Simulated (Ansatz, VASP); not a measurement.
## MnO2 in VASP and in Ansatz

```
Mn O
1.0
     2.85658    0.00000    0.00000
    -1.42829    2.47387    0.00000
     0.00000    0.00000    4.60137
Mn O
1 2
Direct
  0.00000 0.00000 0.50000
  0.33333 0.66667 0.70629
  0.66667 0.33333 0.29371
```

Alike in both runs: functional BLYP; dispersion D3(BJ); k mesh 11 × 11 × 6; occupations gaussian, width 0.1 eV; collinear spin.

|  | VASP | Ansatz |
| --- | --- | --- |
| version | VASP 6.6.1 | Ansatz 0.2.0 |
| potentials or method | VASP PAW PBE potentials, release 64 (Mn_sv, O) | Ansatz PAW |
| plane-wave cutoff (eV) | 600 | 420 |
| valence electrons in the cell | 27 | 27 |
| task | single point | electron localisation function |

|  | VASP | Ansatz | Ansatz less VASP |
| --- | --- | --- | --- |
| gap on the k mesh at the Fermi level (eV) | 0.70 | 0.72 | +0.023 |
| least direct gap on the mesh (eV) | 0.75 | 0.77 | +0.025 |
| pressure (GPa) | 5.4 | 5.7 | +0.26 |
| traceless stress, the component that is largest in VASP (GPa) | -3.23 | -2.97 | +0.264 |
| rms of the force components (eV/Å) | 0.234 | 0.225 | -0.0091 |
| net moment per atom (μB) | 1.00 | 1.00 | 0.000 |
| size of the moment on the site where the two differ most (μB) | 2.68 | 2.47 | -0.217 |

VASP's potentials were made for PBE, not for BLYP. Site moments also hang on the region over which each program counts them. Atom by atom the forces differ by 0.009 eV/Å (rms over components).

Noted on Ansatz's run: odd divisions of the mesh miss points on the zone boundary, where band edges often lie, so the gap on the mesh can be too wide.
